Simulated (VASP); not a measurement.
# Be (Im-3m) in VASP: notebook

The runs below take Be through single point, relaxation of cell and atoms, with PBE, RPBE.

Program: VASP 6.6.1. These are calculated values, not measurements. Logs are shortened: lines on timing, memory, paths and dates and some standing lists are left out, and cuts for length are marked.

### Step 1. The cell of the first run

The structure is cubic, space group Im-3m (No. 229). The conventional cell has a = 2.472 Å, b = 2.472 Å, c = 2.472 Å, α = 90.00°, β = 90.00°, γ = 90.00°. Within 2.8 Å of Be (site symmetry m-3m) lie 14 Be at 2.14 to 2.47 Å.

This isn't the form of Be at room conditions, which is hcp.

### Step 2. Single point, PBE (7.56 Å³/atom)

File INCAR:

```
SYSTEM = Be
ALGO = Normal
EDIFF = 1E-6
ENCUT = 520
GGA = PE
ISIF = 2
ISMEAR = -1
LASPH = .True.
LCHARG = .False.
LREAL = .False.
LWAVE = .False.
NBANDS = 7
NELM = 60
PREC = Accurate
SIGMA = 0.05
```

File KPOINTS:

```
k-points
0
Gamma
  15 15 15
  0 0 0
```

File POSCAR:

```
Be
1.0
   -1.2361848083      1.2361848083      1.2361848083
    1.2361848083     -1.2361848083      1.2361848083
    1.2361848083      1.2361848083     -1.2361848083
Be
1
Direct
    0.0000000000      0.0000000000      0.0000000000
```

Potentials or basis: VASP PAW PBE potentials, release 64 (Be).

Run with:

```sh
> cat potpaw_PBE.64/Be/POTCAR > POTCAR
> mpirun -np 1 vasp_std > vasp.out
```

OUTCAR:

```text
SYSTEM = Be
   EDIFF = 1E-6
   ENCUT = 520
   GGA = PE
   ISIF = 2
   ISMEAR = -1
   LASPH = .True.
   LREAL = .False.
   NELM = 60
   PREC = Accurate

 ion  position               nearest neighbor table
   1  0.000  0.000  0.000-

  LATTYP: Found a body centered cubic cell.
 ALAT       =     2.4723696166

  Lattice vectors:

 A1 = (  -1.2361848083,   1.2361848083,   1.2361848083)
 A2 = (   1.2361848083,  -1.2361848083,   1.2361848083)
 A3 = (   1.2361848083,   1.2361848083,  -1.2361848083)

Analysis of symmetry for initial positions (statically):
=====================================================================
 Subroutine PRICEL returns:
 Original cell was already a primitive cell.

 Routine SETGRP: Setting up the symmetry group for a
 body centered cubic supercell.

 Subroutine GETGRP returns: Found 48 space group operations
 (whereof 48 operations were pure point group operations)
 out of a pool of 48 trial point group operations.

The static configuration has the point symmetry O_h .

Analysis of symmetry for dynamics (positions and initial velocities):
=====================================================================
 Subroutine PRICEL returns:
 Original cell was already a primitive cell.

 Routine SETGRP: Setting up the symmetry group for a
 body centered cubic supercell.

 Subroutine GETGRP returns: Found 48 space group operations
 (whereof 48 operations were pure point group operations)
 out of a pool of 48 trial point group operations.

The dynamic configuration has the point symmetry O_h .

 Subroutine INISYM returns: Found 48 space group operations
 (whereof 48 operations are pure point group operations),
 and found     1 'primitive' translations

----------------------------------------------------------------------------------------

                                     Primitive cell

  volume of cell :       7.5563

  direct lattice vectors                    reciprocal lattice vectors
    -1.236184808  1.236184808  1.236184808     0.000000000  0.404470267  0.404470267
     1.236184808 -1.236184808  1.236184808     0.404470267  0.000000000  0.404470267
     1.236184808  1.236184808 -1.236184808     0.404470267  0.404470267  0.000000000

  length of vectors
     2.141134896  2.141134896  2.141134896     0.572007338  0.572007338  0.572007338

  position of ions in fractional coordinates (direct lattice)
     0.000000000  0.000000000  0.000000000

  ion indices of the primitive-cell ions
   primitive index   ion index
                 1           1

----------------------------------------------------------------------------------------

 KPOINTS: k-points

Automatic generation of k-mesh.
 Grid dimensions read from file:
 generate k-points for:   15   15   15

 Generating k-lattice:

  Cartesian coordinates                     Fractional coordinates (reciprocal lattice)
     0.000000000  0.026964684  0.026964684     0.066666667  0.000000000  0.000000000
     0.026964684  0.000000000  0.026964684     0.000000000  0.066666667  0.000000000
     0.026964684  0.026964684  0.000000000     0.000000000  0.000000000  0.066666667

  Length of vectors
     0.038133823  0.038133823  0.038133823

  Shift w.r.t. Gamma in fractional coordinates (k-lattice)
     0.000000000  0.000000000  0.000000000

 Subroutine IBZKPT returns following result:
 ===========================================

 Found    120 irreducible k-points:

 Following reciprocal coordinates:
            Coordinates               Weight
  0.000000  0.000000  0.000000      1.000000
  0.066667  0.000000  0.000000     12.000000
  0.133333  0.000000  0.000000     12.000000
  0.200000  0.000000  0.000000     12.000000
  0.266667  0.000000  0.000000     12.000000
  0.333333  0.000000  0.000000     12.000000
[... 16 lines left out ...]
  0.333333  0.200000  0.000000     48.000000
  0.400000  0.200000  0.000000     24.000000
 [... further k-points ...]
   k-points           NKPTS =    120   k-points in BZ     NKDIM =    120   number of bands    NBANDS=      7
   number of dos      NEDOS =    301   number of ions     NIONS =      1
   total plane-waves  NPLWV =   4096
   dimension x,y,z NGX =    16 NGY =   16 NGZ =   16
   dimension x,y,z NGXF=    32 NGYF=   32 NGZF=   32
   ions per type =               1
   NGX,Y,Z   is equivalent  to a cutoff of  12.42, 12.42, 12.42 a.u.
   NGXF,Y,Z  is equivalent  to a cutoff of  24.85, 24.85, 24.85 a.u.
 SYSTEM =  Be
   PREC   = accura    normal or accurate (medium, high low for compatibility)
   ISTART =      0    job   : 0-new  1-cont  2-samecut
   ICHARG =      2    charge: 1-file 2-atom 10-const
   ISPIN  =      1    spin polarized calculation?
   LNONCOLLINEAR =      F non collinear calculations
   LSORBIT =      F    spin-orbit coupling
   LASPH  =      T    aspherical Exc in radial PAW
   ENCUT  =  520.0 eV  38.22 Ry    6.18 a.u.   3.98  3.98  3.98*2*pi/ulx,y,z
   NELM   =     60;   NELMIN=  2; NELMDL= -5     # of ELM steps
   EDIFF  = 0.1E-05   stopping-criterion for ELM
   LREAL  =      F    real-space projection
[... 7 lines left out ...]
   TEBEG  =    0.0;   TEEND  =   0.0 temperature during run
   PSTRESS=    0.0 pullay stress
   NELECT =       2.0000    total number of electrons
   NUPDOWN=      -1.0000    fix difference up-down
   EMIN   =  10.00;   EMAX   =-10.00  energy-range for DOS
   EFERMI =   0.00;   METHOD = LEGACY
   ISMEAR =    -1;   SIGMA  =   0.05  broadening in eV -4-tet -1-fermi 0-gaus
   EFERMI_NEDOS =   21; number of points for ismear=-14 and -15
   IALGO  =     38    algorithm
   IMIX   =      4    mixing-type and parameters
     AMIX     =   0.40;   BMIX     =  1.00
     AMIX_MAG =   1.60;   BMIX_MAG =  1.00
  volume/ion in A,a.u.               =       7.56        50.99
  Fermi-wavevector in a.u.,A,eV,Ry     =   1.051110  1.986310 15.032150  1.104832
  Thomas-Fermi vector in A             =   2.186140
   LORBIT       =      0    0 simple, 1 ext, 2 COOP (PROOUT), +10 PAW based schemes
   GGA     = PE    functional components
   LHFCALC =     F    Hartree Fock is set to
   AEXX    =    0.0000 exact exchange contribution
   IVDW    =     0    specifies the selected vdW correction
   LEPSILON=     F    determine dielectric tensor
   LRPA    =     F    only Hartree local field effects (RPA)
 non-spin polarized calculation
  energy-cutoff  :      520.00
  volume of cell :        7.56
 maximum number of plane-waves:       216
   NGX =  7   NGY =  7   NGZ =  7

 number of electron       2.0000000 magnetization

 Free energy of the ion-electron system (eV)
  ---------------------------------------------------
  ext. energy  EPLUGINS =         0.00000000
  ---------------------------------------------------
  free energy    TOTEN  =        -3.66170516 eV

  energy without entropy =       -3.66064065  energy(sigma->0) =       -3.66117290

 E-fermi :   8.1823     XC(G=0): -10.7618

 val. band max:        8.1696678418   @ k =   0.2667   0.2667   0.2000
 cond. band min:       8.2882628538   @ k =  -0.4000  -0.4000   0.1333
 fundamental gap:      0.1185950120
 Fermi energy:         8.1823240702

 k-point     1 :       0.0000    0.0000    0.0000
  band No.  band energies     occupation
      1      -4.2004      2.00000
      2      28.2818      0.00000
      3      28.2818      0.00000
      4      28.2818      0.00000
      5      39.7954      0.00000
      6      39.7954      0.00000
      7      39.7954      0.00000

 k-point     2 :       0.0667    0.0000    0.0000
  band No.  band energies     occupation
      1      -4.0420      2.00000
      2      27.4777      0.00000
      3      27.6426      0.00000
      4      28.0901      0.00000
      5      37.7863      0.00000
      6      38.0531      0.00000
      7      40.8562      0.00000

 k-point     3 :       0.1333    0.0000    0.0000
  band No.  band energies     occupation
      1      -3.5667      2.00000
      2      25.0493      0.00000
      3      26.2123      0.00000
      4      27.5430      0.00000
      5      35.4822      0.00000
      6      35.6386      0.00000
      7      40.0638      0.00000

 k-point     4 :       0.2000    0.0000    0.0000
  band No.  band energies     occupation
      1      -2.7748      2.00000
      2      21.5582      0.00000
      3      24.6384      0.00000
      4      26.7486      0.00000
      5      33.5257      0.00000
      6      34.5349      0.00000
      7      40.0445      0.00000

 k-point     5 :       0.2667    0.0000    0.0000
  band No.  band energies     occupation
      1      -1.6720      2.00000
      2      17.8241      0.00000
      3      23.2330      0.00000
      4      25.8819      0.00000
      5      31.8121      0.00000
      6      34.3811      0.00000
      7      40.7827      0.00000

 k-point     6 :       0.3333    0.0000    0.0000
  band No.  band energies     occupation
      1      -0.2837      2.00000
      2      14.2952      0.00000
      3      22.1231      0.00000
      4      25.1083      0.00000
      5      30.5196      0.00000
      6      34.6277      0.00000
      7      42.1023      0.00000

 k-point     7 :       0.4000    0.0000    0.0000
  band No.  band energies     occupation
      1       1.2936      2.00000
      2      11.2362      0.00000
      3      21.3634      0.00000
      4      24.5411      0.00000
      5      29.6556      0.00000
      6      35.0168      0.00000
      7      43.7705      0.00000
[... 121 lines left out ...]
 k-point    20 :       0.4000    0.1333    0.0000
  band No.  band energies     occupation
      1       3.2722      2.00000
      2       9.1731      0.00000
      3      18.5161      0.00000
      4      22.2813      0.00000
      5      33.6379      0.00000
      6      36.3031      0.00000
      7      45.0906      0.00000

 k-point    21 :       0.2000    0.2000    0.0000
  band No.  band energies     occupation
      1       0.0772      2.00000
      2      15.5503      0.00000
      3      18.3542      0.00000
      4      23.2120      0.00000
      5      34.8124      0.00000
      6      35.8330      0.00000
      7      42.6073      0.00000

 k-point    22 :       0.2667    0.2000   -0.0000
  band No.  band energies     occupation
      1       1.6266      2.00000
      2      12.6901      0.00000
      3      17.0640      0.00000
      4      22.5172      0.00000
      5      35.3568      0.00000
      6      36.5068      0.00000
      7      44.0927      0.00000

 k-point    23 :       0.3333    0.2000    0.0000
  band No.  band energies     occupation
      1       3.3160      2.00000
      2      10.0512      0.00000
      3      16.4029      0.00000
      4      22.0873      0.00000
      5      35.6269      0.00000
      6      37.3766      0.00000
      7      43.9415      0.00000

 k-point    24 :       0.4000    0.2000    0.0000
  band No.  band energies     occupation
      1       4.3349      2.00000
      2       8.6986      0.00007
      3      16.1928      0.00000
      4      21.9415      0.00000
      5      35.6737      0.00000
      6      37.9389      0.00000
      7      43.1119      0.00000

 [... further k-points ...]

------------------------ aborting loop because EDIFF is reached ----------------------------------------

  FORCE on cell =-STRESS in cart. coord.  units (eV):
  Direction    XX          YY          ZZ          XY          YZ          ZX
  --------------------------------------------------------------------------------------
  -------------------------------------------------------------------------------------
  Total        0.2192231      0.2192231      0.2192231      0.0000000      0.0000000      0.0000000
  in kB       46.4822049     46.4822049     46.4822049      0.0000000      0.0000000      0.0000000
  external PRESSURE =      46.4822049 kB  Pullay stress =       0.0000000 kB

 VOLUME and BASIS-vectors are now :
 -----------------------------------------------------------------------------
  energy-cutoff  :      520.00
  volume of cell :        7.56
      direct lattice vectors                 reciprocal lattice vectors
    -1.236184808  1.236184808  1.236184808     0.000000000  0.404470267  0.404470267
     1.236184808 -1.236184808  1.236184808     0.404470267  0.000000000  0.404470267
     1.236184808  1.236184808 -1.236184808     0.404470267  0.404470267  0.000000000

 POSITION                                       TOTAL-FORCE (eV/Angst)
 -----------------------------------------------------------------------------------
      0.00000      0.00000      0.00000         0.000000     -0.000000     -0.000000
 -----------------------------------------------------------------------------------
    total drift:                               -0.000000     -0.000000     -0.000000

  FREE ENERGIE OF THE ION-ELECTRON SYSTEM (eV)
  ---------------------------------------------------
  free  energy   TOTEN  =        -3.6617051556 eV

  energy  without entropy=       -3.6606406467  energy(sigma->0) =       -3.66117290
```

It took 4.6 s on 1 thread of Intel Xeon Platinum 8375C at 2.90GHz (Ice Lake), shared host; peak memory 0.11 GiB.

Results:

```yaml
Free_energy: -3.6617 eV
Pressure: 4.6 GPa
Band_gap_on_the_k_mesh: zero (bands 1 and 2 overlap by 4.56 eV)
```

Caveat: the cell stands under pressure.

### Step 3. Single point, PBE (8.03 Å³/atom)

This run uses another cell than the first one, of 8.03 Å³/atom.

File INCAR:

```
SYSTEM = Be
PREC     = Accurate       ! precision mode
ENCUT    = 520            ! plane-wave cutoff, eV
EDIFF    = 1E-6           ! SCF threshold, eV
ISMEAR   = -1             ! smearing method
SIGMA    = 0.05           ! smearing width, eV
LREAL    = .FALSE.        ! projectors in reciprocal space
LASPH    = .TRUE.         ! aspherical terms in the spheres
NELM     = 100            ! most SCF steps
ALGO     = Normal         ! electronic algorithm
ISIF     = 2              ! what is computed and relaxed
LWAVE    = .FALSE.        ! write WAVECAR
LCHARG   = .FALSE.        ! write CHGCAR
GGA      = PE             ! functional
NBANDS   = 7              ! bands
```

File KPOINTS:

```
regular mesh
0
G
  15 15 15
  0 0 0
```

File POSCAR:

```
Be
1.0
   -1.2614200074      1.2614200074      1.2614200074
    1.2614200074     -1.2614200074      1.2614200074
    1.2614200074      1.2614200074     -1.2614200074
Be
1
Direct
    0.0000000000      0.0000000000      0.0000000000
```

Potentials or basis: VASP PAW PBE potentials, release 64 (Be).

Run with:

```sh
> cat potpaw_PBE.64/Be/POTCAR > POTCAR
> mpirun -np 1 vasp_std > vasp.out
```

OUTCAR:

```text
SYSTEM = Be
   PREC = Accurate
   ENCUT = 520
   EDIFF = 1E-6
   ISMEAR = -1
   LREAL = .FALSE.
   LASPH = .TRUE.
   NELM = 100
   ISIF = 2
   GGA = PE

 ion  position               nearest neighbor table
   1  0.000  0.000  0.000-

  LATTYP: Found a body centered cubic cell.
 ALAT       =     2.5228400148

  Lattice vectors:

 A1 = (  -1.2614200074,   1.2614200074,   1.2614200074)
 A2 = (   1.2614200074,  -1.2614200074,   1.2614200074)
[... 418 lines left out ...]
      7      41.1963      0.00000

 [... further k-points ...]

------------------------ aborting loop because EDIFF is reached ----------------------------------------

  FORCE on cell =-STRESS in cart. coord.  units (eV):
  Direction    XX          YY          ZZ          XY          YZ          ZX
  --------------------------------------------------------------------------------------
  -------------------------------------------------------------------------------------
  Total       -0.1512601     -0.1512601     -0.1512601      0.0000000     -0.0000000      0.0000000
  in kB      -30.1853191    -30.1853191    -30.1853191      0.0000000     -0.0000000      0.0000000
  external PRESSURE =     -30.1853191 kB  Pullay stress =       0.0000000 kB

 VOLUME and BASIS-vectors are now :
 -----------------------------------------------------------------------------
  energy-cutoff  :      520.00
  volume of cell :        8.03
      direct lattice vectors                 reciprocal lattice vectors
    -1.261420007  1.261420007  1.261420007     0.000000000  0.396378682  0.396378682
     1.261420007 -1.261420007  1.261420007     0.396378682  0.000000000  0.396378682
     1.261420007  1.261420007 -1.261420007     0.396378682  0.396378682  0.000000000

 POSITION                                       TOTAL-FORCE (eV/Angst)
 -----------------------------------------------------------------------------------
      0.00000      0.00000      0.00000         0.000000     -0.000000     -0.000000
 -----------------------------------------------------------------------------------
    total drift:                                0.000000      0.000000      0.000000

  FREE ENERGIE OF THE ION-ELECTRON SYSTEM (eV)
  ---------------------------------------------------
  free  energy   TOTEN  =        -3.6636165981 eV

  energy  without entropy=       -3.6624552860  energy(sigma->0) =       -3.66303594
```

Wall time 4.8 s (1 thread of Intel Xeon Platinum 8375C at 2.90GHz (Ice Lake), shared host); peak memory 0.11 GiB.

Results:

```
Free energy            : -3.6636 eV
Pressure               : -3.0 GPa
Band gap on the k mesh : zero (bands 1 and 2 overlap by 4.34 eV)
```

Caveat: the cell stands under tension.

### Step 4. Relaxation of cell and atoms, RPBE (8.34 Å³/atom)

This run uses another cell than the first one, of 8.34 Å³/atom.

File POSCAR:

```
Be
1.0
   -1.2776981900      1.2776981900      1.2776981900
    1.2776981900     -1.2776981900      1.2776981900
    1.2776981900      1.2776981900     -1.2776981900
Be
1
Direct
    0.0000000000      0.0000000000      0.0000000000
```

File INCAR.step1:

```
SYSTEM = Be
GGA = RP ; ISMEAR = 2
SIGMA = 0.1 ; LWAVE = .FALSE.
LCHARG = .FALSE. ; NSW = 80
PREC = Accurate ; LASPH = .TRUE.
LREAL = .FALSE. ; ALGO = Normal
EDIFF = 1E-6 ; NELM = 120
GGA_COMPAT = .FALSE. ; IBRION = 2
ISIF = 3 ; EDIFFG = -0.005
NELMIN = 4 ; ENCUT = 380
POTIM = 0.5
```

File INCAR.step3:

```
SYSTEM = Be
GGA = RP ; ISMEAR = 2
SIGMA = 0.1 ; LWAVE = .FALSE.
LCHARG = .FALSE. ; PREC = Accurate
LASPH = .TRUE. ; LREAL = .FALSE.
ALGO = Normal ; EDIFF = 1E-6
NELM = 120 ; GGA_COMPAT = .FALSE.
ISIF = 2 ; ENCUT = 380
```

File KPOINTS:

```
Automatic mesh
0
Gamma
  16 16 16
  0 0 0
```

Run with:

```sh
> cat potpaw_PBE.64/Be/POTCAR > POTCAR
> cp INCAR.step1 INCAR
> cp POSCAR.step1 POSCAR
> mpirun -np 1 vasp_std > vasp.out
> cp CONTCAR POSCAR
> mpirun -np 1 vasp_std > vasp.out
> cp CONTCAR POSCAR
> cp INCAR.step3 INCAR
> mpirun -np 1 vasp_std > vasp.out
```

It took 5.1 s on 1 thread of Intel Xeon 6975P-C (Granite Rapids), shared host; peak memory 0.1 GiB.

The run converged. Its results:

```yaml
Free_energy: -3.4127 eV
Relaxed_volume: 8.02 Å³/atom
Relaxed_cell: a = 2.184 Å, b = 2.184 Å, c = 2.184 Å, α = 109.47°, β = 109.47°, γ = 109.47°
Space_group_after_relaxing_to_0.1_Å: Im-3m (No. 229)
Energy_gained_by_relaxing: 4.5 meV/atom
Ionic_steps: 4
Pressure_after_relaxing: 0.0 GPa
Band_gap_on_the_k_mesh: zero (bands 1 and 2 overlap by 5.16 eV)
```

The path:
| step | energy change (eV) | largest force (eV/Å) | pressure (GPa) | volume (Å³) |
| --- | --- | --- | --- | --- |
| 1 | 0.0000 | 0.0000 | -4.43 | 8.34 |
| 2 | -0.0045 | 0.0000 | -0.71 | 8.07 |
| 3 | -0.0046 | 0.0000 | -0.02 | 8.02 |
| 4 | -0.0045 | 0.0000 | -0.01 | 8.02 |

Final structure:
```
Be
1.0
    -1.26104    1.26104    1.26104
     1.26104   -1.26104    1.26104
     1.26104    1.26104   -1.26104
Be
1
Direct
  0.00000 0.00000 0.00000
```

Levels at points of the mesh, in eV from the Fermi level:
```csv
k point,band 1,band 2,band 3,band 4,band 5
"(0.00, 0.00, 0.00)",-11.98,19.46,19.46,19.46,30.43
"(0.50, 0.00, 0.00)",-4.94,0.47,12.39,15.54,20.24
"(0.50, 0.50, 0.50)",4.17,4.17,4.17,9.81,9.81
```

Caveat: the PAW data sets were made with another functional, which shifts forces and pressure a little.

### Step 5. Overview

| task | level | cell | k mesh | cutoff (eV) | smearing | dipole correction | tolerance level | purpose | passes | gap on the mesh (eV) | pressure (GPa) |
| --- | --- | --- | --- | --- | --- | --- | --- | --- | --- | --- | --- |
| single point | PBE | a = 2.141 Å, angles 109.5°, 1 atom | 15 × 15 × 15 | 520 | fermi-dirac 0.05 eV | no | - | - | - | none | 4.6 |
| single point | PBE | a = 2.185 Å, angles 109.5°, 1 atom | 15 × 15 × 15 | 520 | fermi-dirac 0.05 eV | no | - | - | - | none | -3.0 |
| relaxation of cell and atoms | RPBE | relaxed from a = 2.213 Å, angles 109.5°, 1 atom | 16 × 16 × 16 | 380 | methfessel-paxton of order 2 0.1 eV | - | tight | cell | 2 | none | 0.0 |

Alike in all rows: potentials or basis VASP PAW PBE potentials, release 64 (Be); no spin polarisation.

Caveats: the cell stands under pressure (at least some runs); the cell stands under tension (at least some runs); the PAW data sets were made with another functional, which shifts forces and pressure a little (at least some runs).

Total energies depend on the potentials used, so only differences within one code and one set of settings carry meaning.
